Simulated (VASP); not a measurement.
# Ti (P6_3/mmc) in VASP: relaxation of cell and atoms with r2SCAN

Aim: the relaxation of cell and atoms of Ti with r2SCAN.

Program: VASP 6.6.1. These are calculated values, not measurements. Logs are shortened: lines on timing, memory, paths and dates and some standing lists are left out, and cuts for length are marked.

**1. The cell of the first run**

It takes space group P6_3/mmc (No. 194, hexagonal). The conventional cell has a = 2.936 Å, b = 2.936 Å, c = 4.641 Å, α = 90.00°, β = 90.00°, γ = 120.00°. Within 3.8 Å of Ti (site symmetry -6m2) lie 12 Ti at 2.87 to 2.94 Å.

**2. Relaxation of cell and atoms, r2SCAN**

Contents of POSCAR:

```
Ti
1.0
    2.9357319200      0.0000000000      0.0000000000
   -1.4678659600      2.5424184200      0.0000000000
    0.0000000000      0.0000000000      4.6408561500
Ti
2
Direct
    0.3333333300      0.6666666700      0.2500000000
    0.6666666700      0.3333333300      0.7500000000
```

Contents of INCAR.step1:

```
  PREC = Accurate
  ENCUT = 600
  ISMEAR = 0
  SIGMA = 0.1
  LREAL = F
  LASPH = T
  NELM = 80
  GGA = PE
  ALGO = Normal
  EDIFF = 1E-4
  LWAVE = T
  LCHARG = F
```

Contents of INCAR.step2:

```
  PREC = Accurate
  ENCUT = 600
  EDIFF = 1E-6
  ISMEAR = 0
  SIGMA = 0.1
  LREAL = F
  LASPH = T
  NELM = 80
  ALGO = Normal
  ISIF = 3
  LWAVE = F
  LCHARG = F
  METAGGA = R2SCAN
  LMIXTAU = T
  IBRION = 2
  NSW = 100
  EDIFFG = -0.002
  ISTART = 1
```

Contents of KPOINTS:

```
Automatic mesh
0
Gamma
  15 15 8
```

Potentials or basis: VASP PAW PBE potentials, release 64 (Ti_sv).

The run is started by

```
$ cat potpaw_PBE.64/Ti_sv/POTCAR > POTCAR
$ cp INCAR.step1 INCAR
$ mpirun -np 1 vasp_std > vasp.out
$ cp INCAR.step2 INCAR
$ mpirun -np 1 vasp_std > vasp.out
```

OUTCAR:

```text
PREC = Accurate
   ENCUT = 600
   EDIFF = 1E-6
   ISMEAR = 0
   LREAL = F
   LASPH = T
   NELM = 80
   ISIF = 3
   METAGGA = R2SCAN
   IBRION = 2
   NSW = 100
   EDIFFG = -0.002
   ISTART = 1

 ion  position               nearest neighbor table
   1  0.333  0.667  0.250-   2 2.87   2 2.87   2 2.87   2 2.87   2 2.87   2 2.87
   2  0.667  0.333  0.750-   1 2.87   1 2.87   1 2.87   1 2.87   1 2.87   1 2.87

  LATTYP: Found a hexagonal cell.
 ALAT       =     2.9357319200
 C/A-ratio  =     1.5808174167

  Lattice vectors:

 A1 = (   2.9357319200,   0.0000000000,   0.0000000000)
 A2 = (  -1.4678659600,   2.5424184200,   0.0000000000)
 A3 = (   0.0000000000,   0.0000000000,   4.6408561500)

Analysis of symmetry for initial positions (statically):
=====================================================================
 Subroutine PRICEL returns:
 Original cell was already a primitive cell.

 Routine SETGRP: Setting up the symmetry group for a
 hexagonal supercell.

 Subroutine GETGRP returns: Found 24 space group operations
 (whereof 12 operations were pure point group operations)
 out of a pool of 24 trial point group operations.

The static configuration has the point symmetry D_3d.
 The point group associated with its full space group is D_6h.

Analysis of symmetry for dynamics (positions and initial velocities):
=====================================================================
 Subroutine PRICEL returns:
 Original cell was already a primitive cell.

 Routine SETGRP: Setting up the symmetry group for a
 hexagonal supercell.

 Subroutine GETGRP returns: Found 24 space group operations
 (whereof 12 operations were pure point group operations)
 out of a pool of 24 trial point group operations.

The dynamic configuration has the point symmetry D_3d.
 The point group associated with its full space group is D_6h.

 Subroutine INISYM returns: Found 24 space group operations
 (whereof 12 operations are pure point group operations),
 and found     1 'primitive' translations

----------------------------------------------------------------------------------------

                                     Primitive cell

  volume of cell :      34.6387

  direct lattice vectors                    reciprocal lattice vectors
     2.935731920  0.000000000  0.000000000     0.340630557  0.196663144  0.000000000
    -1.467865960  2.542418420  0.000000000     0.000000000  0.393326288  0.000000000
     0.000000000  0.000000000  4.640856150     0.000000000  0.000000000  0.215477483

  length of vectors
     2.935731920  2.935731919  4.640856150     0.393326288  0.393326288  0.215477483

  position of ions in fractional coordinates (direct lattice)
     0.333333330  0.666666670  0.250000000
     0.666666670  0.333333330  0.750000000

  ion indices of the primitive-cell ions
   primitive index   ion index
                 1           1
                 2           2

----------------------------------------------------------------------------------------

 KPOINTS: Automatic mesh

Automatic generation of k-mesh.
 Grid dimensions read from file:
 generate k-points for:   15   15    8

 Generating k-lattice:

  Cartesian coordinates                     Fractional coordinates (reciprocal lattice)
     0.022708704  0.013110876  0.000000000     0.066666667  0.000000000  0.000000000
     0.000000000  0.026221753  0.000000000     0.000000000  0.066666667  0.000000000
     0.000000000  0.000000000  0.026934685     0.000000000  0.000000000  0.125000000

  Length of vectors
     0.026221753  0.026221753  0.026934685

  Shift w.r.t. Gamma in fractional coordinates (k-lattice)
     0.000000000  0.000000000  0.000000000

 Subroutine IBZKPT returns following result:
 ===========================================

 Found    135 irreducible k-points:

 Following reciprocal coordinates:
            Coordinates               Weight
  0.000000  0.000000  0.000000      1.000000
  0.066667 -0.000000  0.000000      6.000000
  0.133333 -0.000000  0.000000      6.000000
  0.200000 -0.000000  0.000000      6.000000
  0.266667 -0.000000  0.000000      6.000000
  0.333333 -0.000000  0.000000      6.000000
[... 16 lines left out ...]
  0.333333  0.200000  0.000000     12.000000
  0.400000  0.200000  0.000000      6.000000
 [... further k-points ...]
   k-points           NKPTS =    135   k-points in BZ     NKDIM =    135   number of bands    NBANDS=     16
   number of dos      NEDOS =    301   number of ions     NIONS =      2
   total plane-waves  NPLWV =  23040
   dimension x,y,z NGX =    24 NGY =   24 NGZ =   40
   dimension x,y,z NGXF=    48 NGYF=   48 NGZF=   80
   ions per type =               2
   NGX,Y,Z   is equivalent  to a cutoff of  13.59, 13.59, 14.33 a.u.
   NGXF,Y,Z  is equivalent  to a cutoff of  27.18, 27.18, 28.66 a.u.
 SYSTEM =  unknown system
   PREC   = accura    normal or accurate (medium, high low for compatibility)
   ISTART =      1    job   : 0-new  1-cont  2-samecut
   ICHARG =      0    charge: 1-file 2-atom 10-const
   ISPIN  =      1    spin polarized calculation?
   LNONCOLLINEAR =      F non collinear calculations
   LSORBIT =      F    spin-orbit coupling
   LASPH  =      T    aspherical Exc in radial PAW
   ENCUT  =  600.0 eV  44.10 Ry    6.64 a.u.   5.86  5.86  9.27*2*pi/ulx,y,z
   NELM   =     80;   NELMIN=  2; NELMDL=  0     # of ELM steps
   EDIFF  = 0.1E-05   stopping-criterion for ELM
   LREAL  =      F    real-space projection
   EDIFFG = -.2E-02   stopping-criterion for IOM
   NSW    =    100    number of steps for IOM
   IBRION =      2    ionic relax: 0-MD 1-quasi-New 2-CG
   NFREE  =      1    steps in history (QN), initial steepest desc. (CG)
   ISIF   =      3    stress and relaxation
   ISYM   =      2    0-nonsym 1-usesym 2-fastsym
   POTIM  = 0.5000    time-step for ionic-motion
   TEBEG  =    0.0;   TEEND  =   0.0 temperature during run
   PSTRESS=    0.0 pullay stress
   NELECT =      24.0000    total number of electrons
   NUPDOWN=      -1.0000    fix difference up-down
   EMIN   =  10.00;   EMAX   =-10.00  energy-range for DOS
   EFERMI =   0.00;   METHOD = LEGACY
   ISMEAR =     0;   SIGMA  =   0.10  broadening in eV -4-tet -1-fermi 0-gaus
   EFERMI_NEDOS =   21; number of points for ismear=-14 and -15
   IALGO  =     38    algorithm
   IMIX   =      4    mixing-type and parameters
     AMIX     =   0.40;   BMIX     =  1.00
     AMIX_MAG =   1.60;   BMIX_MAG =  1.00
  volume/ion in A,a.u.               =      17.32       116.88
  Fermi-wavevector in a.u.,A,eV,Ry     =   1.448632  2.737518 28.552297  2.098535
  Thomas-Fermi vector in A             =   2.566451
   LORBIT       =      0    0 simple, 1 ext, 2 COOP (PROOUT), +10 PAW based schemes
   METAGGA = R2SCAN    functional components
   LHFCALC =     F    Hartree Fock is set to
   AEXX    =    0.0000 exact exchange contribution
   IVDW    =     0    specifies the selected vdW correction
   LEPSILON=     F    determine dielectric tensor
   LRPA    =     F    only Hartree local field effects (RPA)
 conjugate gradient relaxation of ions
 non-spin polarized calculation
 Gauss-broadening in eV      SIGMA  =   0.10
  energy-cutoff  :      600.00
  volume of cell :       34.64
 maximum number of plane-waves:      1182
 NGX is ok and might be reduce to    24
   NGX = 11   NGY = 11   NGZ = 19

--------------------------------------- Ionic step        1  -------------------------------------------

 number of electron      23.9999993 magnetization

 Free energy of the ion-electron system (eV)
  ---------------------------------------------------
  ext. energy  EPLUGINS =         0.00000000
  ---------------------------------------------------
  free energy    TOTEN  =       -25.90573032 eV

  energy without entropy =      -25.89828227  energy(sigma->0) =      -25.90200630

------------------------ aborting loop because EDIFF is reached ----------------------------------------

  FORCE on cell =-STRESS in cart. coord.  units (eV):
  Direction    XX          YY          ZZ          XY          YZ          ZX
  --------------------------------------------------------------------------------------
  -------------------------------------------------------------------------------------
  Total        0.0745129      0.0745129      0.0563928     -0.0000000     -0.0000000      0.0000000
  in kB        3.4465171      3.4465171      2.6083892     -0.0000000     -0.0000000      0.0000000
  external PRESSURE =       3.1671411 kB  Pullay stress =       0.0000000 kB
[... 201 lines left out ...]
  energy  without entropy=      -25.8983643058  energy(sigma->0) =      -25.90209746

--------------------------------------- Ionic step        7  -------------------------------------------

 number of electron      23.9999994 magnetization

 Free energy of the ion-electron system (eV)
  ---------------------------------------------------
  ext. energy  EPLUGINS =         0.00000000
  ---------------------------------------------------
  free energy    TOTEN  =       -25.90583114 eV

  energy without entropy =      -25.89836823  energy(sigma->0) =      -25.90209968

 E-fermi :   8.4051     XC(G=0): -12.3975

 val. band max:        8.3901482271   @ k =   0.0667  -0.0000   0.5000
 cond. band min:       8.4174206559   @ k =   0.3333   0.3333   0.2500
 fundamental gap:      0.0272724288
 Fermi energy:         8.4051320202

 k-point     1 :       0.0000    0.0000    0.0000
  band No.  band energies     occupation
      1     -50.8412      2.00000
      2     -50.6963      2.00000
      3     -26.4054      2.00000
      4     -25.7353      2.00000
      5     -25.7352      2.00000
      6     -25.6651      2.00000
[... 8 lines left out ...]
     15       9.7972      0.00000
     16       9.7972      0.00000
[... 420 lines left out ...]
  band No.  band energies     occupation
      1     -50.7032      2.00000
      2     -50.6740      2.00000
      3     -26.1752      2.00000
      4     -26.0506      2.00000
      5     -26.0340      2.00000
      6     -25.9705      2.00000
[... 8 lines left out ...]
     15       9.8574      0.00000
     16      11.6058      0.00000

 [... further k-points ...]

------------------------ aborting loop because EDIFF is reached ----------------------------------------

  FORCE on cell =-STRESS in cart. coord.  units (eV):
  Direction    XX          YY          ZZ          XY          YZ          ZX
  --------------------------------------------------------------------------------------
  -------------------------------------------------------------------------------------
  Total        0.0029182      0.0029182     -0.0023199     -0.0000000      0.0000000      0.0000000
  in kB        0.1346192      0.1346192     -0.1070199     -0.0000000      0.0000000      0.0000000
  external PRESSURE =       0.0540729 kB  Pullay stress =       0.0000000 kB
[... 17 lines left out ...]
  FREE ENERGIE OF THE ION-ELECTRON SYSTEM (eV)
  ---------------------------------------------------
  free  energy   TOTEN  =       -25.9058311388 eV

  energy  without entropy=      -25.8983682305  energy(sigma->0) =      -25.90209968

 reached required accuracy - stopping structural energy minimisation
```

It took 21 min on 1 thread of Intel Xeon 8259CL, shared host; peak memory 0.23 GiB.

Results:

```
Free energy                           : -25.9058 eV
Relaxed volume                        : 17.37 Å³/atom
Relaxed cell                          : a = 2.939 Å, b = 2.939 Å, c = 4.644 Å, α = 90.00°, β = 90.00°, γ = 120.00°
Space group after relaxing (to 0.1 Å) : P6_3/mmc (No. 194)
Energy gained by relaxing             : 0.1 meV/atom
Ionic steps                           : 7
Pressure after relaxing               : 0.0 GPa
Band gap on the k mesh                : zero (bands 12 and 13 overlap by 1.22 eV)
```

The path:
```csv
step,energy change (eV),largest force (eV/Å),pressure (GPa),volume (Å³)
1,0.0000,0.0000,0.32,34.64
2,0.0000,0.0000,-0.25,34.81
3,-0.0001,0.0000,-0.05,34.73
4,-0.0001,0.0000,0.04,34.72
5,-0.0001,0.0000,0.03,34.73
6,-0.0001,0.0000,0.01,34.73
7,-0.0001,0.0000,0.01,34.73
```

Final structure:
```xyz
2
Lattice="2.9388 0.0000 0.0000 -1.4694 2.5451 0.0000 0.0000 0.0000 4.6436" Properties=species:S:1:pos:R:3 pbc="T T T"
Ti    0.0000    1.6967    1.1609
Ti    1.4694    0.8484    3.4827
```

Caveat: the PAW data sets were made with another functional, which shifts forces and pressure a little.
